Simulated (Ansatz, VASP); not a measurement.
# Two plane-wave programs on Ca

File INCAR:

```
SYSTEM = Ca
  ALGO = Normal
  EDIFF = 1E-7
  EDIFFG = -0.003
  ENCUT = 600
  GGA = CA
  IBRION = 2
  ISIF = 3
  ISMEAR = -1
  LASPH = .True.
  LCHARG = .False.
  LREAL = .False.
  LWAVE = .False.
  NELM = 60
  NSW = 100
  PREC = Accurate
  SIGMA = 0.05
```

The input KPOINTS:

```
k-points
0
Gamma
  16 16 16
  0 0 0
```

POSCAR

```
Ca
1.0
    0.0000000000      2.7942000000      2.7942000000
    2.7942000000      0.0000000000      2.7942000000
    2.7942000000      2.7942000000      0.0000000000
Ca
1
Direct
    0.0000000000      0.0000000000      0.0000000000
```

Input for Ansatz:

```yaml
crystal:
  lattice:
    - [0.0, 2.7942, 2.7942]
    - [2.7942, 0.0, 2.7942]
    - [2.7942, 2.7942, 0.0]
  atoms:
    - { symbol: Ca, position: [0.0, 0.0, 0.0] }
kpoints:
  mp_grid: { grid: [16, 16, 16] }
scf:
  occupations: { method: fermi_dirac, width: 0.05 }
hamiltonian:
  xc: lda
  pseudopotentials: { kind: paw }
output:
  forces: true
  stress: true
  write_density: true
  write_potential: true
  elf: true
  volumetric_format: npy
relax:
  f_tol: 0.003
  max_steps: 80
  cell: {}
```

Alike in both runs: task relaxation of cell and atoms; functional LDA; k mesh 16 × 16 × 16; occupations fermi-dirac, width 0.05 eV; no spin polarisation.

|  | VASP | Ansatz |
| --- | --- | --- |
| version | VASP 6.6.1 | Ansatz 0.2.0 |
| potentials or method | VASP PAW LDA potentials, release 64 (Ca_sv) | PAW with Ansatz's default frozen-core files, scalar-relativistic |
| plane-wave cutoff (eV) | 600 | 420 |
| valence electrons in the cell | 10 | 10 |

```tsv
	VASP	Ansatz	Ansatz less VASP
relaxed volume (Å³/atom)	38.07	38.06	-0.009
relaxed cell length with the largest relative difference (Å)	3.776	3.776	-0.0003
```

LDA's correlation is that of Perdew and Zunger in VASP and of Perdew and Wang (1992) in Ansatz.
